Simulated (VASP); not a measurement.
Runs of VASP 6.6.1 on CdTe. The structure is that of space group I-4m2 (No. 119), or close to it. The cells are those of the table. 

```tsv
cell	gap on the mesh (eV)	pressure (GPa)
a = 4.549, b = 4.549, c = 5.252 Å, angles 54.7, 54.7, 70.5°, 2 atoms	0.11	-1.5
a = 4.558, b = 4.558, c = 5.083 Å, angles 56.1, 56.1, 67.8°, 2 atoms	0.11	(c)
a = 4.623, b = 4.623, c = 4.811 Å, angles 58.6, 58.6, 62.7°, 2 atoms	0.42	0.0
a = 5.105, b = 5.105, c = 4.169 Å, angles 65.9, 65.9, 48.2°, 2 atoms	(b)	-1.0
a = 4.864, b = 4.864, c = 4.403 Å, angles 63.1, 63.1, 53.8°, 2 atoms	(a)	-0.3
```

Alike in all rows: task single point; level PBE; potentials or basis VASP PAW PBE potentials, release 64 (Cd, Te); no spin polarisation; k mesh 10 × 10 × 10; cutoff (eV) 520; smearing gaussian 0.05 eV.

**Question.** Fill in the values left out.

**Answer.** (a) 0.18; (b) none; (c) -0.7.

Caveats: semilocal functionals underestimate gaps, and a narrow one can read as zero; spin-orbit coupling is left out, which moves the levels of the heavy elements; the stress differs along the axes, from -7 to 2 GPa (at least some runs).

A k mesh can miss the band edges, and the runs leave out spin-orbit coupling on Cd, Te.
